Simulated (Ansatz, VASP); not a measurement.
GaN: VASP beside Ansatz

INCAR

```
SYSTEM = GaN
PREC = Accurate
ENCUT = 600
EDIFF = 1E-6
ISMEAR = -1
SIGMA = 0.05
LREAL = .FALSE.
LASPH = .TRUE.
NELM = 80
ALGO = Normal
ISIF = 3
LWAVE = .FALSE.
LCHARG = .FALSE.
GGA = CA
IBRION = 2
NSW = 60
EDIFFG = -0.01
```

Contents of KPOINTS:

```
regular mesh
0
G
  11 11 11
  0 0 0
```

The input POSCAR:

```
GaN
1.0
    0.0000000000      2.1352350000      2.1352350000
    2.1352350000      0.0000000000      2.1352350000
    2.1352350000      2.1352350000      0.0000000000
Ga N
1 1
Direct
    0.0000000000      0.0000000000      0.0000000000
    0.5000000000      0.5000000000      0.5000000000
```

The input input.yaml:

```yaml
crystal:
  lattice:
    - [0.0, 2.135235, 2.135235]
    - [2.135235, 0.0, 2.135235]
    - [2.135235, 2.135235, 0.0]
  atoms:
    - { symbol: Ga, position: [0.0, 0.0, 0.0] }
    - { symbol: "N", position: [0.5, 0.5, 0.5] }
hamiltonian:
  xc: lda
  pseudopotentials: { kind: paw }
kpoints:
  mp_grid: { grid: [11, 11, 11] }
scf:
  occupations: { method: fermi_dirac, width: 0.05 }
output:
  forces: true
  stress: true
  eigenvalues: true
  write_density: true
  write_potential: true
  elf: true
  volumetric_format: npy
relax:
  f_tol: 0.01
  max_steps: 40
  cell: { stress_tol: 0.05 }
```

Alike in both runs: task relaxation of cell and atoms; functional LDA; k mesh 11 × 11 × 11; occupations fermi-dirac, width 0.05 eV; no spin polarisation.

|  | VASP | Ansatz |
| --- | --- | --- |
| version | VASP 6.6.1 | Ansatz 0.2.0 |
| potentials or method | VASP PAW LDA potentials, release 64 (Ga_d, N) | Ansatz PAW |
| plane-wave cutoff (eV) | 600 | 420 |
| valence electrons in the cell | 18 | 18 |

|  | VASP | Ansatz | Ansatz less VASP |
| --- | --- | --- | --- |
| gap on the k mesh at the Fermi level, each at its own relaxed structure (eV) | 0.73 | 0.74 | +0.015 |
| relaxed volume (Å³/atom) | 9.18 | 9.14 | -0.048 |
| relaxed cell length with the largest relative difference (Å) | 2.962 | 2.956 | -0.0051 |

LDA's correlation is that of Perdew and Zunger in VASP and of Perdew and Wang (1992) in Ansatz.

Noted on Ansatz's run: odd divisions of the mesh miss points on the zone boundary, where band edges often lie, so the gap on the mesh can be too wide; the plane-wave basis is chosen anew once the cell has moved, so the energies of steps on either side of that aren't comparable.
